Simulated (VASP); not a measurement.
# ZnS (rocksalt type) (Fm-3m) in VASP: notebook

ZnS (rocksalt type) is run at these levels: PBE; tasks: electric field gradients, density of states.

All numbers are computed with VASP 6.6.1; they aren't measurements. Logs are shortened: lines on timing, memory, paths and dates and some standing lists are left out, and cuts for length are marked.

### 1 The cell of the first run

It takes space group Fm-3m (No. 225, cubic). The conventional cell has a = 5.187 Å, b = 5.187 Å, c = 5.187 Å, α = 90.00°, β = 90.00°, γ = 90.00°. Zn (site symmetry m-3m) has 6 S at 2.59 Å within 3.4 Å. S (site symmetry m-3m) has 6 Zn at 2.59 Å within 3.4 Å.

### 2 Electric field gradients, PBE (volume scaled by 1.05)

INCAR

```
PREC = Accurate
ENCUT = 520
EDIFF = 1E-8
ISMEAR = -1
SIGMA = 0.05
LREAL = F
LASPH = T
NELM = 80
ALGO = Normal
ISIF = 2
LWAVE = F
LCHARG = F
GGA = PE
LEFG = T
NBANDS = 16
```

KPOINTS

```
regular mesh
0
Gamma
  15 15 15
```

POSCAR

```
ZnS
1.0
    0.0000000000      2.5935676044      2.5935676044
    2.5935676044      0.0000000000      2.5935676044
    2.5935676044      2.5935676044      0.0000000000
Zn S
1 1
Direct
    0.0000000000      0.0000000000      0.0000000000
    0.5000000000      0.5000000000      0.5000000000
```

Potentials or basis: VASP PAW PBE potentials, release 64 (Zn, S).

On the command line:

```
> cat potpaw_PBE.64/Zn/POTCAR potpaw_PBE.64/S/POTCAR > POTCAR
> mpirun -np 1 vasp_std > vasp.out
```

OUTCAR:

```text
PREC = Accurate
   ENCUT = 520
   EDIFF = 1E-8
   ISMEAR = -1
   LREAL = F
   LASPH = T
   NELM = 80
   ISIF = 2
   GGA = PE

 ion  position               nearest neighbor table
   1  0.000  0.000  0.000-   2 2.59   2 2.59   2 2.59   2 2.59   2 2.59   2 2.59
   2  0.500  0.500  0.500-   1 2.59   1 2.59   1 2.59   1 2.59   1 2.59   1 2.59

  LATTYP: Found a face centered cubic cell.
 ALAT       =     5.1871352088

  Lattice vectors:

 A1 = (   0.0000000000,   2.5935676044,   2.5935676044)
 A2 = (   2.5935676044,   0.0000000000,   2.5935676044)
 A3 = (   2.5935676044,   2.5935676044,   0.0000000000)

Analysis of symmetry for initial positions (statically):
=====================================================================
 Subroutine PRICEL returns:
 Original cell was already a primitive cell.

 Routine SETGRP: Setting up the symmetry group for a
 face centered cubic supercell.

 Subroutine GETGRP returns: Found 48 space group operations
 (whereof 48 operations were pure point group operations)
 out of a pool of 48 trial point group operations.

The static configuration has the point symmetry O_h .

Analysis of symmetry for dynamics (positions and initial velocities):
=====================================================================
 Subroutine PRICEL returns:
 Original cell was already a primitive cell.

 Routine SETGRP: Setting up the symmetry group for a
 face centered cubic supercell.

 Subroutine GETGRP returns: Found 48 space group operations
 (whereof 48 operations were pure point group operations)
 out of a pool of 48 trial point group operations.

The dynamic configuration has the point symmetry O_h .

 Subroutine INISYM returns: Found 48 space group operations
 (whereof 48 operations are pure point group operations),
 and found     1 'primitive' translations

----------------------------------------------------------------------------------------

                                     Primitive cell

  volume of cell :      34.8917

  direct lattice vectors                    reciprocal lattice vectors
     0.000000000  2.593567604  2.593567604    -0.192784641  0.192784641  0.192784641
     2.593567604  0.000000000  2.593567604     0.192784641 -0.192784641  0.192784641
     2.593567604  2.593567604  0.000000000     0.192784641  0.192784641 -0.192784641

  length of vectors
     3.667858481  3.667858481  3.667858481     0.333912793  0.333912793  0.333912793

  position of ions in fractional coordinates (direct lattice)
     0.000000000  0.000000000  0.000000000
     0.500000000  0.500000000  0.500000000

  ion indices of the primitive-cell ions
   primitive index   ion index
                 1           1
                 2           2

----------------------------------------------------------------------------------------

 KPOINTS: regular mesh

Automatic generation of k-mesh.
 Grid dimensions read from file:
 generate k-points for:   15   15   15

 Generating k-lattice:

  Cartesian coordinates                     Fractional coordinates (reciprocal lattice)
    -0.012852309  0.012852309  0.012852309     0.066666667  0.000000000  0.000000000
     0.012852309 -0.012852309  0.012852309     0.000000000  0.066666667  0.000000000
     0.012852309  0.012852309 -0.012852309     0.000000000  0.000000000  0.066666667

  Length of vectors
     0.022260853  0.022260853  0.022260853

  Shift w.r.t. Gamma in fractional coordinates (k-lattice)
     0.000000000  0.000000000  0.000000000

 Subroutine IBZKPT returns following result:
 ===========================================

 Found    120 irreducible k-points:

 Following reciprocal coordinates:
            Coordinates               Weight
  0.000000  0.000000  0.000000      1.000000
  0.066667  0.000000  0.000000      8.000000
  0.133333  0.000000  0.000000      8.000000
  0.200000  0.000000  0.000000      8.000000
  0.266667  0.000000  0.000000      8.000000
  0.333333  0.000000  0.000000      8.000000
[... 16 lines left out ...]
  0.133333  0.133333  0.000000      6.000000
  0.200000  0.133333  0.000000     24.000000
 [... further k-points ...]
   k-points           NKPTS =    120   k-points in BZ     NKDIM =    120   number of bands    NBANDS=     16
   number of dos      NEDOS =    301   number of ions     NIONS =      2
   total plane-waves  NPLWV =  21952
   dimension x,y,z NGX =    28 NGY =   28 NGZ =   28
   dimension x,y,z NGXF=    56 NGYF=   56 NGZF=   56
   ions per type =               1   1
   NGX,Y,Z   is equivalent  to a cutoff of  12.69, 12.69, 12.69 a.u.
   NGXF,Y,Z  is equivalent  to a cutoff of  25.38, 25.38, 25.38 a.u.
 SYSTEM =  unknown system
   PREC   = accura    normal or accurate (medium, high low for compatibility)
   ISTART =      0    job   : 0-new  1-cont  2-samecut
   ICHARG =      2    charge: 1-file 2-atom 10-const
   ISPIN  =      1    spin polarized calculation?
   LNONCOLLINEAR =      F non collinear calculations
   LSORBIT =      F    spin-orbit coupling
   LASPH  =      T    aspherical Exc in radial PAW
   ENCUT  =  520.0 eV  38.22 Ry    6.18 a.u.   6.82  6.82  6.82*2*pi/ulx,y,z
   NELM   =     80;   NELMIN=  2; NELMDL= -5     # of ELM steps
   EDIFF  = 0.1E-07   stopping-criterion for ELM
   LREAL  =      F    real-space projection
   EDIFFG = 0.1E-06   stopping-criterion for IOM
   NSW    =      0    number of steps for IOM
   IBRION =     -1    ionic relax: 0-MD 1-quasi-New 2-CG
   NFREE  =      0    steps in history (QN), initial steepest desc. (CG)
   ISIF   =      2    stress and relaxation
   ISYM   =      2    0-nonsym 1-usesym 2-fastsym
   POTIM  = 0.5000    time-step for ionic-motion
   TEBEG  =    0.0;   TEEND  =   0.0 temperature during run
   PSTRESS=    0.0 pullay stress
   NELECT =      18.0000    total number of electrons
   NUPDOWN=      -1.0000    fix difference up-down
   EMIN   =  10.00;   EMAX   =-10.00  energy-range for DOS
   EFERMI =   0.00;   METHOD = LEGACY
   ISMEAR =    -1;   SIGMA  =   0.05  broadening in eV -4-tet -1-fermi 0-gaus
   EFERMI_NEDOS =   21; number of points for ismear=-14 and -15
   IALGO  =     38    algorithm
   IMIX   =      4    mixing-type and parameters
     AMIX     =   0.40;   BMIX     =  1.00
     AMIX_MAG =   1.60;   BMIX_MAG =  1.00
  volume/ion in A,a.u.               =      17.45       117.73
  Fermi-wavevector in a.u.,A,eV,Ry     =   1.312980  2.481172 23.455306  1.723916
  Thomas-Fermi vector in A             =   2.443335
   LORBIT       =      0    0 simple, 1 ext, 2 COOP (PROOUT), +10 PAW based schemes
   GGA     = PE    functional components
   LHFCALC =     F    Hartree Fock is set to
   AEXX    =    0.0000 exact exchange contribution
   IVDW    =     0    specifies the selected vdW correction
   LEPSILON=     F    determine dielectric tensor
   LRPA    =     F    only Hartree local field effects (RPA)
 non-spin polarized calculation
  energy-cutoff  :      520.00
  volume of cell :       34.89
 maximum number of plane-waves:       955
   NGX = 13   NGY = 13   NGZ = 13

 number of electron      17.9999986 magnetization

 Free energy of the ion-electron system (eV)
  ---------------------------------------------------
  ext. energy  EPLUGINS =         0.00000000
  ---------------------------------------------------
  free energy    TOTEN  =        -6.19709468 eV

  energy without entropy =       -6.19495780  energy(sigma->0) =       -6.19602624

 E-fermi :   3.3758     XC(G=0): -10.5491

 val. band max:        3.3150637520   @ k =  -0.4667   0.4667   0.0000
 cond. band min:       3.5223251198   @ k =   0.4667   0.4000   0.0000
 fundamental gap:      0.2072613678
 Fermi energy:         3.3757717159

 k-point     1 :       0.0000    0.0000    0.0000
  band No.  band energies     occupation
      1     -10.0854      2.00000
      2      -2.8595      2.00000
      3      -2.8595      2.00000
      4      -2.8466      2.00000
      5      -2.8466      2.00000
      6      -2.8466      2.00000
[... 8 lines left out ...]
     15      14.5200      0.00000
     16      14.5200      0.00000
[... 419 lines left out ...]
 k-point    24 :       0.2000    0.1333    0.0000
  band No.  band energies     occupation
      1      -9.6765      2.00000
      2      -3.0266      2.00000
      3      -2.8806      2.00000
      4      -2.8681      2.00000
      5      -2.8169      2.00000
      6      -2.8023      2.00000
[... 8 lines left out ...]
     15      15.2405      0.00000
     16      16.0074      0.00000

 [... further k-points ...]

------------------------ aborting loop because EDIFF is reached ----------------------------------------

  FORCE on cell =-STRESS in cart. coord.  units (eV):
  Direction    XX          YY          ZZ          XY          YZ          ZX
  --------------------------------------------------------------------------------------
  -------------------------------------------------------------------------------------
  Total       -0.7932799     -0.7932799     -0.7932799      0.0000000     -0.0000000     -0.0000000
  in kB      -36.4262372    -36.4262372    -36.4262372      0.0000000     -0.0000000     -0.0000000
  external PRESSURE =     -36.4262372 kB  Pullay stress =       0.0000000 kB

 VOLUME and BASIS-vectors are now :
 -----------------------------------------------------------------------------
  energy-cutoff  :      520.00
  volume of cell :       34.89
      direct lattice vectors                 reciprocal lattice vectors
     0.000000000  2.593567604  2.593567604    -0.192784641  0.192784641  0.192784641
     2.593567604  0.000000000  2.593567604     0.192784641 -0.192784641  0.192784641
     2.593567604  2.593567604  0.000000000     0.192784641  0.192784641 -0.192784641

 POSITION                                       TOTAL-FORCE (eV/Angst)
 -----------------------------------------------------------------------------------
      0.00000      0.00000      0.00000        -0.000000     -0.000000     -0.000000
      2.59357      2.59357      2.59357         0.000000      0.000000      0.000000
 -----------------------------------------------------------------------------------
    total drift:                               -0.000000      0.000000      0.000000

  FREE ENERGIE OF THE ION-ELECTRON SYSTEM (eV)
  ---------------------------------------------------
  free  energy   TOTEN  =        -6.1970946800 eV

  energy  without entropy=       -6.1949577959  energy(sigma->0) =       -6.19602624

 Electric field gradients (V/A^2)
---------------------------------------------------------------------
 ion       V_xx      V_yy      V_zz      V_xy      V_xz      V_yz
---------------------------------------------------------------------
   1       0.000     0.000    -0.000     0.005     0.005     0.005
   2      -0.000     0.000    -0.000    -0.000    -0.000    -0.000
---------------------------------------------------------------------

 Electric field gradients after diagonalization (V/A^2)
 (convention: |V_zz| > |V_xx| > |V_yy|)
----------------------------------------------------------------------
 ion       V_xx      V_yy      V_zz     asymmetry (V_yy - V_xx)/ V_zz
----------------------------------------------------------------------
   1      -0.005    -0.005     0.009       0.000
   2       0.000     0.000    -0.001       0.000
----------------------------------------------------------------------

           NMR quadrupolar parameters

 Cq : quadrupolar parameter    Cq=e*Q*V_zz/h
 eta: asymmetry parameters     (V_yy - V_xx)/ V_zz
 Q  : nuclear electric quadrupole moment in mb (millibarn)
----------------------------------------------------------------------
 ion       Cq(MHz)       eta       Q (mb)
----------------------------------------------------------------------
   1       0.000       0.000       1.000
   2      -0.000       0.000       1.000
----------------------------------------------------------------------
```

Wall time 29 s (1 thread of Intel Xeon 6975P-C (Granite Rapids), shared host); peak memory 0.2 GiB.

What came out:

```
Free energy            : -6.1971 eV
Pressure               : -3.6 GPa
Band gap on the k mesh : zero (band 9 reaches 3.30 eV, above the bottom of band 10 at 3.07 eV)
```

Caveat: the cell differs from its parent crystal (volume scaled by 1.05); without QUAD_EFG the Cq values of the log hold for a quadrupole moment of 1 mb, not for the nuclei.

### 3 Density of states, PBE

This run uses another cell than the first one, of 16.62 Å³/atom, 0.952 times its volume.

POSCAR

```
ZnS
1.0
    0.0000000000      2.5517285525      2.5517285525
    2.5517285525      0.0000000000      2.5517285525
    2.5517285525      2.5517285525      0.0000000000
Zn S
1 1
Direct
    0.0000000000      0.0000000000      0.0000000000
    0.5000000000      0.5000000000      0.5000000000
```

INCAR.step1

```
SYSTEM = ZnS
ALGO = Normal
EDIFF = 1E-6
ENCUT = 520
GGA = PE
ISIF = 2
ISMEAR = -1
LASPH = .True.
LCHARG = .True.
LREAL = .False.
LWAVE = .False.
NBANDS = 16
NELM = 80
PREC = Accurate
SIGMA = 0.05
```

KPOINTS.step1

```
k-points
0
Gamma
  15 15 15
  0 0 0
```

INCAR.step2

```
SYSTEM = ZnS
ALGO = Normal
EDIFF = 1E-6
ENCUT = 520
GGA = PE
ICHARG = 11
ISIF = 2
ISMEAR = -5
LASPH = .True.
LCHARG = .False.
LORBIT = 11
LREAL = .False.
LWAVE = .False.
NEDOS = 2001
NELM = 80
PREC = Accurate
SIGMA = 0.05
```

KPOINTS.step2

```
k-points
0
Gamma
  23 23 23
  0 0 0
```

Potentials or basis: VASP PAW PBE potentials, release 64 (Zn, S).

On the command line:

```
> cat potpaw_PBE.64/Zn/POTCAR potpaw_PBE.64/S/POTCAR > POTCAR
> cp INCAR.step1 INCAR
> cp KPOINTS.step1 KPOINTS
> mpirun -np 1 vasp_std > vasp.out
> cp INCAR.step2 INCAR
> cp KPOINTS.step2 KPOINTS
> mpirun -np 1 vasp_std > vasp.out
```

Wall time 95 s (1 thread of Intel Xeon Platinum 8488C (Sapphire Rapids), shared host); peak memory 0.28 GiB.

The run converged. Its results:

| Item | Value |
| --- | --- |
| Valence electrons inside the program's atomic spheres | Zn 10.62; S 3.73 |

Levels at points of the mesh, in eV from the Fermi level:
```tsv
k point	band 6	band 7	band 8	band 9	band 10	band 11	band 12	band 13
(0.00, 0.00, 0.00)	-6.22	-0.55	-0.55	-0.55	1.81	9.09	9.09	9.09
```

Caveat: tetrahedron occupations give inexact forces and stress in metals.
